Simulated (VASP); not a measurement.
Here is a VASP 6.6.1 calculation.

File INCAR:

```
  ALGO = Normal
  EDIFF = 1E-6
  ENCUT = 500
  GGA = PE
  GGA_COMPAT = F
  ISIF = 2
  ISMEAR = 0
  LASPH = T
  LCHARG = F
  LREAL = F
  LWAVE = F
  NBANDS = 46
  NELM = 120
  PREC = Accurate
  SIGMA = 0.2
```

Contents of KPOINTS:

```
k-points
0
Gamma
  3 3 3
```

The input POSCAR:

```
Sn4Se3
1.0
    5.8330130713      0.0000000000      0.0000000000
    0.0000000000      5.8330130713      0.0000000000
    0.0000000000      0.0000000000      5.8330130713
Sn Se
4 3
Direct
    0.0000000000      0.0000000000      0.0000000000
    0.5000000000      0.0000000000      0.0000000000
    0.0000000000      0.5000000000      0.0000000000
    0.0000000000      0.0000000000      0.5000000000
    0.0000000000      0.5000000000      0.5000000000
    0.5000000000      0.0000000000      0.5000000000
    0.5000000000      0.5000000000      0.0000000000
```

Potentials or basis: VASP PAW PBE potentials, release 64 (Sn_d, Se).

Run with:

```console
$ cat potpaw_PBE.64/Sn_d/POTCAR potpaw_PBE.64/Se/POTCAR > POTCAR
$ mpirun -np 1 vasp_std > vasp.out
```

Predict the band gap on the k mesh.

zero (bands 37 and 38 overlap by 0.47 eV).

What does it give for the pressure?

0.6 GPa.

Caveat: semilocal functionals underestimate gaps, so a narrow gap can read as zero; spin-orbit coupling is left out, which moves the levels of the heavy elements.
